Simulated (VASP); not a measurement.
Runs of VASP 6.6.1 on Mg2Si3N. The structure is that of space group P-6m2 (No. 187), or close to it. The cells are those of the table. 

```csv
task,spin,cell,k mesh,cutoff (eV),gap on the mesh (eV),pressure (GPa),relaxed volume (Å³/atom),largest force (eV/Å)
single point,off,"a = 3.847, b = 3.847, c = 7.658 Å, angles 90.0, 90.0, 120.0°, 6 atoms",12 × 12 × 6,520,none,-0.2,-,-
single point,"collinear, ferromagnetic start","a = 3.817, b = 3.817, c = 8.506 Å, angles 90.0, 90.0, 120.0°, 6 atoms",6 × 6 × 2,520,none,-3.1,-,0.73
relaxation of cell and atoms,off,"relaxed from a = 3.817, b = 3.817, c = 8.506 Å, angles 90.0, 90.0, 120.0°, 6 atoms",6 × 6 × 2,600,none,-0.1,16.24,0.03
single point,off,"a = 3.817, b = 3.817, c = 8.506 Å, angles 90.0, 90.0, 120.0°, 6 atoms",6 × 6 × 2,520,none,-3.1,-,0.73
relaxation of cell and atoms,off,"relaxed from a = 3.847, b = 3.847, c = 7.670 Å, angles 90.0, 90.0, 120.0°, 6 atoms",12 × 12 × 6,600,none,0.0,(a),-
```

Alike in all rows: level PBE; potentials or basis VASP PAW PBE potentials, release 64 (Mg, Si, N); smearing gaussian 0.1 eV.

Estimate the missing entries.

(a) 16.32.

Caveats: some runs use coarse meshes.

A gap of «none» marks levels without a gap at the run's occupations.
